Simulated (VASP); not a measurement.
# NbAs (F-43m) in VASP: notebook

The runs below take NbAs through single point, with PBEsol.

Everything below comes from runs of VASP 6.6.1. Logs are shortened: lines on timing, memory, paths and dates and some standing lists are left out, and cuts for length are marked.

### 1 The cell of the first run

It takes space group F-43m (No. 216, cubic). The conventional cell has a = 5.745 Å, b = 5.745 Å, c = 5.745 Å, α = 90.00°, β = 90.00°, γ = 90.00°. Within 3.3 Å of Nb (site symmetry -43m) lie 4 As at 2.49 Å. Within 3.3 Å of As (site symmetry -43m) lie 4 Nb at 2.49 Å.

### 2 Single point, PBEsol, collinear spin

File INCAR:

```
SYSTEM = NbAs
ALGO = Normal
EDIFF = 1E-6
ENCUT = 520
GGA = PS
ISIF = 2
ISMEAR = 0
ISPIN = 2
LASPH = .True.
LCHARG = .False.
LMAXMIX = 4
LORBIT = 11
LREAL = .False.
LWAVE = .False.
MAGMOM = 1.16 -0.02
NBANDS = 20
NELM = 150
NUPDOWN = 1.75
PREC = Accurate
SIGMA = 0.1
```

File KPOINTS:

```
k-points
0
Gamma
  12 12 12
  0 0 0
```

File POSCAR:

```
NbAs
1.0
    0.0000000000      2.8723581278      2.8723581278
    2.8723581278      0.0000000000      2.8723581278
    2.8723581278      2.8723581278      0.0000000000
Nb As
1 1
Direct
    0.0000000000      0.0000000000      0.0000000000
    0.2500000000      0.2500000000      0.2500000000
```

Potentials or basis: VASP PAW PBE potentials, release 64 (Nb_sv, As).

Run with:

```
$ cat potpaw_PBE.64/Nb_sv/POTCAR potpaw_PBE.64/As/POTCAR > POTCAR
$ mpirun -np 1 vasp_std > vasp.out
```

OUTCAR:

```text
SYSTEM = NbAs
   EDIFF = 1E-6
   ENCUT = 520
   GGA = PS
   ISIF = 2
   ISMEAR = 0
   ISPIN = 2
   LASPH = .True.
   LORBIT = 11
   LREAL = .False.
   NELM = 150
   NUPDOWN = 1.75
   PREC = Accurate

 ion  position               nearest neighbor table
   1  0.000  0.000  0.000-   2 2.49   2 2.49   2 2.49   2 2.49
   2  0.250  0.250  0.250-   1 2.49   1 2.49   1 2.49   1 2.49

  LATTYP: Found a face centered cubic cell.
 ALAT       =     5.7447162556

  Lattice vectors:

 A1 = (   0.0000000000,   2.8723581278,   2.8723581278)
 A2 = (   2.8723581278,   0.0000000000,   2.8723581278)
 A3 = (   2.8723581278,   2.8723581278,   0.0000000000)

Analysis of symmetry for initial positions (statically):
=====================================================================
 Subroutine PRICEL returns:
 Original cell was already a primitive cell.

 Routine SETGRP: Setting up the symmetry group for a
 face centered cubic supercell.

 Subroutine GETGRP returns: Found 24 space group operations
 (whereof 24 operations were pure point group operations)
 out of a pool of 48 trial point group operations.

The static configuration has the point symmetry T_d .

Analysis of symmetry for dynamics (positions and initial velocities):
=====================================================================
 Subroutine PRICEL returns:
 Original cell was already a primitive cell.

 Routine SETGRP: Setting up the symmetry group for a
 face centered cubic supercell.

 Subroutine GETGRP returns: Found 24 space group operations
 (whereof 24 operations were pure point group operations)
 out of a pool of 48 trial point group operations.

The dynamic configuration has the point symmetry T_d .

Analysis of structural, dynamic, and magnetic symmetry:
=====================================================================
 Subroutine PRICEL returns:
 Original cell was already a primitive cell.

 Routine SETGRP: Setting up the symmetry group for a
 face centered cubic supercell.

 Subroutine GETGRP returns: Found 24 space group operations
 (whereof 24 operations were pure point group operations)
 out of a pool of 48 trial point group operations.

The overall configuration has the point symmetry T_d .

 Subroutine INISYM returns: Found 24 space group operations
 (whereof 24 operations are pure point group operations),
 and found     1 'primitive' translations

----------------------------------------------------------------------------------------

                                     Primitive cell

  volume of cell :      47.3964

  direct lattice vectors                    reciprocal lattice vectors
     0.000000000  2.872358128  2.872358128    -0.174073001  0.174073001  0.174073001
     2.872358128  0.000000000  2.872358128     0.174073001 -0.174073001  0.174073001
     2.872358128  2.872358128  0.000000000     0.174073001  0.174073001 -0.174073001

  length of vectors
     4.062127820  4.062127820  4.062127820     0.301503282  0.301503282  0.301503282

  position of ions in fractional coordinates (direct lattice)
     0.000000000  0.000000000  0.000000000
     0.250000000  0.250000000  0.250000000

  ion indices of the primitive-cell ions
   primitive index   ion index
                 1           1
                 2           2

----------------------------------------------------------------------------------------

 KPOINTS: k-points

Automatic generation of k-mesh.
 Grid dimensions read from file:
 generate k-points for:   12   12   12

 Generating k-lattice:

  Cartesian coordinates                     Fractional coordinates (reciprocal lattice)
    -0.014506083  0.014506083  0.014506083     0.083333333  0.000000000  0.000000000
     0.014506083 -0.014506083  0.014506083     0.000000000  0.083333333  0.000000000
     0.014506083  0.014506083 -0.014506083     0.000000000  0.000000000  0.083333333

  Length of vectors
     0.025125274  0.025125274  0.025125274

  Shift w.r.t. Gamma in fractional coordinates (k-lattice)
     0.000000000  0.000000000  0.000000000

 Subroutine IBZKPT returns following result:
 ===========================================

 Found     72 irreducible k-points:

 Following reciprocal coordinates:
            Coordinates               Weight
  0.000000  0.000000  0.000000      1.000000
  0.083333  0.000000  0.000000      8.000000
  0.166667  0.000000  0.000000      8.000000
  0.250000  0.000000  0.000000      8.000000
  0.333333  0.000000  0.000000      8.000000
  0.416667  0.000000  0.000000      8.000000
[... 16 lines left out ...]
  0.500000  0.166667  0.000000     24.000000
 -0.416667  0.166667  0.000000     24.000000
 [... further k-points ...]
   k-points           NKPTS =     72   k-points in BZ     NKDIM =     72   number of bands    NBANDS=     20
   number of dos      NEDOS =    301   number of ions     NIONS =      2
   total plane-waves  NPLWV =  27000
   dimension x,y,z NGX =    30 NGY =   30 NGZ =   30
   dimension x,y,z NGXF=    60 NGYF=   60 NGZF=   60
   ions per type =               1   1
   NGX,Y,Z   is equivalent  to a cutoff of  12.28, 12.28, 12.28 a.u.
   NGXF,Y,Z  is equivalent  to a cutoff of  24.56, 24.56, 24.56 a.u.
 SYSTEM =  NbAs
   PREC   = accura    normal or accurate (medium, high low for compatibility)
   ISTART =      0    job   : 0-new  1-cont  2-samecut
   ICHARG =      2    charge: 1-file 2-atom 10-const
   ISPIN  =      2    spin polarized calculation?
   LNONCOLLINEAR =      F non collinear calculations
   LSORBIT =      F    spin-orbit coupling
   LASPH  =      T    aspherical Exc in radial PAW
   ENCUT  =  520.0 eV  38.22 Ry    6.18 a.u.   7.55  7.55  7.55*2*pi/ulx,y,z
   NELM   =    150;   NELMIN=  2; NELMDL= -5     # of ELM steps
   EDIFF  = 0.1E-05   stopping-criterion for ELM
   LREAL  =      F    real-space projection
   EDIFFG = 0.1E-04   stopping-criterion for IOM
   NSW    =      0    number of steps for IOM
   IBRION =     -1    ionic relax: 0-MD 1-quasi-New 2-CG
   NFREE  =      0    steps in history (QN), initial steepest desc. (CG)
   ISIF   =      2    stress and relaxation
   ISYM   =      2    0-nonsym 1-usesym 2-fastsym
   POTIM  = 0.5000    time-step for ionic-motion
   TEBEG  =    0.0;   TEEND  =   0.0 temperature during run
   PSTRESS=    0.0 pullay stress
   NELECT =      18.0000    total number of electrons
   NUPDOWN=       1.7500    fix difference up-down
   EMIN   =  10.00;   EMAX   =-10.00  energy-range for DOS
   EFERMI =   0.00;   METHOD = LEGACY
   ISMEAR =     0;   SIGMA  =   0.10  broadening in eV -4-tet -1-fermi 0-gaus
   EFERMI_NEDOS =   21; number of points for ismear=-14 and -15
   IALGO  =     38    algorithm
   IMIX   =      4    mixing-type and parameters
     AMIX     =   0.40;   BMIX     =  1.00
     AMIX_MAG =   1.60;   BMIX_MAG =  1.00
  volume/ion in A,a.u.               =      23.70       159.92
  Fermi-wavevector in a.u.,A,eV,Ry     =   1.185542  2.240350 19.123134  1.405511
  Thomas-Fermi vector in A             =   2.321734
   LORBIT       =     11    0 simple, 1 ext, 2 COOP (PROOUT), +10 PAW based schemes
   GGA     = PS    functional components
   LHFCALC =     F    Hartree Fock is set to
   AEXX    =    0.0000 exact exchange contribution
   IVDW    =     0    specifies the selected vdW correction
   LEPSILON=     F    determine dielectric tensor
   LRPA    =     F    only Hartree local field effects (RPA)
 spin polarized calculation
 Gauss-broadening in eV      SIGMA  =   0.10
  energy-cutoff  :      520.00
  volume of cell :       47.40
 maximum number of plane-waves:      1303
   NGX = 15   NGY = 15   NGZ = 15

 number of electron      18.0000000 magnetization       1.7499319

 Free energy of the ion-electron system (eV)
  ---------------------------------------------------
  ext. energy  EPLUGINS =         0.00000000
  ---------------------------------------------------
  free energy    TOTEN  =       -15.12433447 eV

  energy without entropy =      -15.11454127  energy(sigma->0) =      -15.11943787

 E-fermi :   5.5311     XC(G=0): -10.1680

 val. band max:        6.2011509403   @ k =  -0.4167   0.4167   0.0000
 cond. band min:       5.5379349068   @ k =   0.5000   0.4167   0.0833
 fundamental gap:     -0.6632160335
 Fermi energy:         6.2127293382

 spin component 1

 k-point     1 :       0.0000    0.0000    0.0000
  band No.  band energies     occupation
      1     -49.3072      1.00000
      2     -25.4925      1.00000
      3     -25.4925      1.00000
      4     -25.4925      1.00000
      5      -5.8309      1.00000
      6       2.4030      1.00000
[... 12 lines left out ...]
     19      18.8298      0.00000
     20      18.8298      0.00000
[... 507 lines left out ...]
 k-point    24 :      -0.4167    0.1667    0.0000
  band No.  band energies     occupation
      1     -49.3021      1.00000
      2     -25.5681      1.00000
      3     -25.5181      1.00000
      4     -25.5076      1.00000
      5      -4.7753      1.00000
      6       1.8319      1.00000
[... 12 lines left out ...]
     19      19.4231      0.00000
     20      19.4843      0.00000

 [... further k-points ...]

 spin component 2

 k-point     1 :       0.0000    0.0000    0.0000
  band No.  band energies     occupation
      1     -48.4787      1.00000
      2     -24.5477      1.00000
      3     -24.5477      1.00000
      4     -24.5477      1.00000
      5      -5.6691      1.00000
      6       2.8977      1.00000
[... 12 lines left out ...]
     19      19.4262      0.00000
     20      19.4262      0.00000
[... 507 lines left out ...]
 k-point    24 :      -0.4167    0.1667    0.0000
  band No.  band energies     occupation
      1     -48.4736      1.00000
      2     -24.6267      1.00000
      3     -24.5741      1.00000
      4     -24.5633      1.00000
      5      -4.6688      1.00000
      6       2.2254      1.00000
[... 12 lines left out ...]
     19      19.9689      0.00000
     20      20.0193      0.00000

 [... further k-points ...]

------------------------ aborting loop because EDIFF is reached ----------------------------------------

  FORCE on cell =-STRESS in cart. coord.  units (eV):
  Direction    XX          YY          ZZ          XY          YZ          ZX
  --------------------------------------------------------------------------------------
  -------------------------------------------------------------------------------------
  Total        1.3456207      1.3456207      1.3456207      0.0000000      0.0000000      0.0000000
  in kB       45.4870214     45.4870214     45.4870214      0.0000000      0.0000000      0.0000000
  external PRESSURE =      45.4870214 kB  Pullay stress =       0.0000000 kB

 VOLUME and BASIS-vectors are now :
 -----------------------------------------------------------------------------
  energy-cutoff  :      520.00
  volume of cell :       47.40
      direct lattice vectors                 reciprocal lattice vectors
     0.000000000  2.872358128  2.872358128    -0.174073001  0.174073001  0.174073001
     2.872358128  0.000000000  2.872358128     0.174073001 -0.174073001  0.174073001
     2.872358128  2.872358128  0.000000000     0.174073001  0.174073001 -0.174073001

 POSITION                                       TOTAL-FORCE (eV/Angst)
 -----------------------------------------------------------------------------------
      0.00000      0.00000      0.00000        -0.000000      0.000000     -0.000000
      1.43618      1.43618      1.43618         0.000000     -0.000000      0.000000
 -----------------------------------------------------------------------------------
    total drift:                                0.000000      0.000000      0.000000

  FREE ENERGIE OF THE ION-ELECTRON SYSTEM (eV)
  ---------------------------------------------------
  free  energy   TOTEN  =       -15.1243344673 eV

  energy  without entropy=      -15.1145412711  energy(sigma->0) =      -15.11943787

 total charge

# of ion       s       p       d       tot
------------------------------------------
    1        2.164   5.974   2.590  10.728
    2        1.216   1.702   0.060   2.978
--------------------------------------------------
tot          3.380   7.676   2.650  13.707

 magnetization (x)

# of ion       s       p       d       tot
------------------------------------------
    1        0.015   0.009   1.251   1.275
    2       -0.012  -0.055   0.041  -0.026
--------------------------------------------------
tot          0.003  -0.046   1.292   1.249
```

Wall time 1.9 min (1 thread of Intel Xeon Platinum 8488C (Sapphire Rapids), shared host); peak memory 0.26 GiB.

What came out:

| Property | Result |
| --- | --- |
| Free energy | -15.1243 eV |
| Pressure | 4.5 GPa |
| Net moment | 1.75 μB per cell |
| Site moments | Nb +1.27; As -0.03 μB |
| Valence electrons inside the program's atomic spheres | Nb 10.73; As 2.98 |

Caveat: the cell stands under pressure; the PAW data sets were made with another functional, which shifts forces and pressure a little; the total moment is fixed, so each spin has its own Fermi level.

### 3 Single point, PBEsol, collinear spin

File INCAR:

```
SYSTEM = NbAs
  PREC = Accurate
  ENCUT = 520
  EDIFF = 1E-6
  ISMEAR = 0
  SIGMA = 0.1
  LREAL = .False.
  LASPH = .True.
  NELM = 150
  ALGO = Normal
  ISIF = 2
  LWAVE = .False.
  LCHARG = .True.
  ISPIN = 2
  MAGMOM = 1.29 -0.02
  LORBIT = 11
  NUPDOWN = 2.0
  LMAXMIX = 4
  GGA = PS
  LELF = .True.
  LVHAR = .True.
  NBANDS = 20
```

File KPOINTS:

```
regular mesh
0
Gamma
  12 12 12
  0 0 0
```

POSCAR is that of step 2.

Potentials or basis: VASP PAW PBE potentials, release 64 (Nb_sv, As).

Run with:

```
$ cat potpaw_PBE.64/Nb_sv/POTCAR potpaw_PBE.64/As/POTCAR > POTCAR
$ mpirun -np 1 vasp_std > vasp.out
```

OUTCAR:

```text
SYSTEM = NbAs
   PREC = Accurate
   ENCUT = 520
   EDIFF = 1E-6
   ISMEAR = 0
   LREAL = .False.
   LASPH = .True.
   NELM = 150
   ISIF = 2
   ISPIN = 2
   LORBIT = 11
   NUPDOWN = 2.0
   GGA = PS

 ion  position               nearest neighbor table
   1  0.000  0.000  0.000-   2 2.49   2 2.49   2 2.49   2 2.49
   2  0.250  0.250  0.250-   1 2.49   1 2.49   1 2.49   1 2.49

  LATTYP: Found a face centered cubic cell.
 ALAT       =     5.7447162556

  Lattice vectors:

 A1 = (   0.0000000000,   2.8723581278,   2.8723581278)
 A2 = (   2.8723581278,   0.0000000000,   2.8723581278)
 A3 = (   2.8723581278,   2.8723581278,   0.0000000000)

Analysis of symmetry for initial positions (statically):
[... 1317 lines left out ...]
 -----------------------------------------------------------------------------
  energy-cutoff  :      520.00
  volume of cell :       47.40
      direct lattice vectors                 reciprocal lattice vectors
     0.000000000  2.872358128  2.872358128    -0.174073001  0.174073001  0.174073001
     2.872358128  0.000000000  2.872358128     0.174073001 -0.174073001  0.174073001
     2.872358128  2.872358128  0.000000000     0.174073001  0.174073001 -0.174073001

 POSITION                                       TOTAL-FORCE (eV/Angst)
 -----------------------------------------------------------------------------------
      0.00000      0.00000      0.00000         0.000000      0.000000     -0.000000
      1.43618      1.43618      1.43618        -0.000000     -0.000000      0.000000
 -----------------------------------------------------------------------------------
    total drift:                                0.000000      0.000000      0.000000

  FREE ENERGIE OF THE ION-ELECTRON SYSTEM (eV)
  ---------------------------------------------------
  free  energy   TOTEN  =       -15.0264533028 eV

  energy  without entropy=      -15.0226868634  energy(sigma->0) =      -15.02457008

 total charge

# of ion       s       p       d       tot
------------------------------------------
    1        2.165   5.973   2.611  10.748
    2        1.216   1.707   0.058   2.982
--------------------------------------------------
tot          3.381   7.680   2.669  13.730

 magnetization (x)

# of ion       s       p       d       tot
------------------------------------------
    1        0.018   0.011   1.401   1.430
    2       -0.014  -0.066   0.046  -0.033
--------------------------------------------------
tot          0.004  -0.055   1.447   1.396
```

Wall time 2.2 min (1 thread of Intel Xeon Platinum 8488C (Sapphire Rapids), shared host); peak memory 0.26 GiB.

What came out:

| Item | Value |
| --- | --- |
| Free energy | -15.0265 eV |
| Pressure | 5.9 GPa |
| Net moment | 2.00 μB per cell |
| Site moments | Nb +1.43; As -0.03 μB |
| Valence electrons inside the program's atomic spheres | Nb 10.75; As 2.98 |

Caveat: the cell stands under pressure; the PAW data sets were made with another functional, which shifts forces and pressure a little; the total moment is fixed, so each spin has its own Fermi level.

### 4 Single point, PBEsol, collinear spin

This run uses another cell than the first one: it holds 4 atoms, not 2.

File INCAR:

```
PREC = Accurate ; ENCUT = 520
EDIFF = 1E-6 ; ISMEAR = 0
SIGMA = 0.1 ; LREAL = F
LASPH = T ; NELM = 150
ALGO = Fast ; ISIF = 2
LWAVE = F ; LCHARG = F
ISPIN = 2 ; MAGMOM = 1 -1 0 0
LORBIT = 11 ; LMAXMIX = 4
GGA = PS ; NBANDS = 30
```

File KPOINTS:

```
Automatic mesh
0
Gamma
  12 12 6
```

File POSCAR:

```
NbAs
1.0
    0.0000000000      2.8723581278      2.8723581278
    2.8723581278      0.0000000000      2.8723581278
    5.7447162557      5.7447162557      0.0000000000
Nb As
2 2
Direct
    1.0000000000      0.0000000000      0.0000000000
    1.0000000000      0.0000000000      0.5000000000
    0.2500000000      0.2500000000      0.1250000000
    0.2500000000      0.2500000000      0.6250000000
```

Run with:

```
$ cat potpaw_PBE.64/Nb_sv/POTCAR potpaw_PBE.64/As/POTCAR > POTCAR
$ mpirun -np 1 vasp_std > vasp.out
```

Wall time 25 min (1 thread of Oxide Virtual Turin-like, shared host); peak memory 0.51 GiB.

The run converged. Its results:

```
Free energy                                           : -30.6719 eV
Pressure                                              : 0.3 GPa
Band gap on the k mesh                                : zero (filled and empty bands overlap)
Net moment                                            : 0.00 μB per cell
Site moments                                          : Nb +0.23, -0.23; As -0.00, +0.00 μB
Valence electrons inside the program's atomic spheres : Nb 10.66; As 2.97
```

Levels at points of the mesh, in eV from the Fermi level:
Spin up:
| k point | band 15 | band 16 | band 17 | band 18 | band 19 | band 20 | band 21 | band 22 |
| --- | --- | --- | --- | --- | --- | --- | --- | --- |
| (0.00, 0.00, 0.00) | -3.11 | -3.11 | -0.02 | -0.02 | 0.44 | 0.44 | 0.67 | 2.32 |
| (0.50, 0.00, 0.00) | -2.09 | -2.09 | -1.09 | 0.37 | 0.39 | 0.67 | 0.85 | 0.91 |
| (0.00, 0.00, 0.50) | -3.24 | -3.24 | -0.18 | -0.18 | 0.06 | 0.06 | 2.73 | 2.76 |
| (0.50, 0.00, 0.50) | -2.71 | -2.63 | -0.61 | -0.55 | 0.38 | 0.58 | 0.59 | 0.72 |
Spin down:
```
           k point  band 15  band 16  band 17  band 18  band 19  band 20  band 21  band 22
(0.00, 0.00, 0.00)    -3.11    -3.11    -0.02    -0.02     0.44     0.44     0.67     2.32
(0.50, 0.00, 0.00)    -2.09    -2.09    -1.09     0.37     0.39     0.67     0.85     0.91
(0.00, 0.00, 0.50)    -3.24    -3.24    -0.18    -0.18     0.06     0.06     2.73     2.76
(0.50, 0.00, 0.50)    -2.71    -2.63    -0.61    -0.55     0.38     0.58     0.59     0.72
```

Caveat: the PAW data sets were made with another functional, which shifts forces and pressure a little.

### 5 Summary

| fixed moment (μB) | cell | k mesh | pressure (GPa) | moment (μB) |
| --- | --- | --- | --- | --- |
| 1.75 | a = 4.062 Å, angles 60.0°, 2 atoms, atomic positions A | 12 × 12 × 12 | 4.5 | 1.75 |
| 2.0 | a = 4.062 Å, angles 60.0°, 2 atoms, atomic positions A | 12 × 12 × 12 | 5.9 | 2.00 |
| - | a = 4.062, b = 4.062, c = 8.124 Å, angles 60.0°, 4 atoms, atomic positions B | 12 × 12 × 6 | 0.3 | 0.00 |

Alike in all rows: task single point; level PBEsol; potentials or basis VASP PAW PBE potentials, release 64 (Nb_sv, As); spin collinear; cutoff (eV) 520; smearing gaussian 0.1 eV.

Caveats: the PAW data sets were made with another functional, which shifts forces and pressure a little; the cell stands under pressure (at least some runs); the total moment is fixed, so each spin has its own Fermi level (at least some runs).

Total energies depend on the potentials used, so only differences within one code and one set of settings carry meaning.
